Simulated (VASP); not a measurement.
Write the native input for VASP 6.6.1 that does the following.

```yaml
Task: single point
Functional: PBE
Potentials_or_basis: VASP PAW PBE potentials, release 64 (Cd, S)
Cutoff: 520 eV
k_mesh: 10 × 10 × 6
Occupations: fermi-dirac, width 0.08 eV
Spin: no spin polarisation
Dipole_correction: no
Further_INCAR_settings: ALGO = Normal; EDIFF = 1e-07; NBANDS = 26
```

The structure of CdS (NiAs type) lies in POSCAR:

```
CdS
1.0
    3.5155554246      0.0000000000      0.0000000000
   -1.7577777123      3.0445603062      0.0000000000
    0.0000000000      0.0000000000      6.1187108629
Cd S
2 2
Direct
    0.0000000000      0.0000000000      0.0000000000
    0.0000000000      0.0000000000      0.5000000000
    0.3333333333      0.6666666667      0.2500000000
    0.6666666667      0.3333333333      0.7500000000
```

The input as run:

INCAR

```
PREC     = Accurate       # precision mode
ENCUT    = 520            # plane-wave cutoff, eV
EDIFF    = 1E-7           # SCF threshold, eV
ISMEAR   = -1             # smearing method
SIGMA    = 0.08           # smearing width, eV
LREAL    = F              # projectors in reciprocal space
LASPH    = T              # aspherical terms in the spheres
NELM     = 80             # most SCF steps
ALGO     = Normal         # electronic algorithm
ISIF     = 2              # what is computed and relaxed
LWAVE    = F              # write WAVECAR
LCHARG   = T              # write CHGCAR
GGA      = PE             # functional
LELF     = T              # ELF
LVHAR    = T            
NBANDS   = 26             # bands
```

KPOINTS

```
regular mesh
0
Gamma
  10 10 6
```

Potentials or basis: VASP PAW PBE potentials, release 64 (Cd, S).

Command:

```sh
$ cat potpaw_PBE.64/Cd/POTCAR potpaw_PBE.64/S/POTCAR > POTCAR
$ mpirun -np 1 vasp_std > vasp.out
```

It gave:

The pressure is 33.2 GPa. The band gap on the k mesh is 0.78 eV (least direct gap 1.69 eV).

Caveat: the cell stands under pressure.

Run time: 2.1 min on 1 thread of Intel Xeon 8259CL (shared host), peak memory 0.23 GiB.
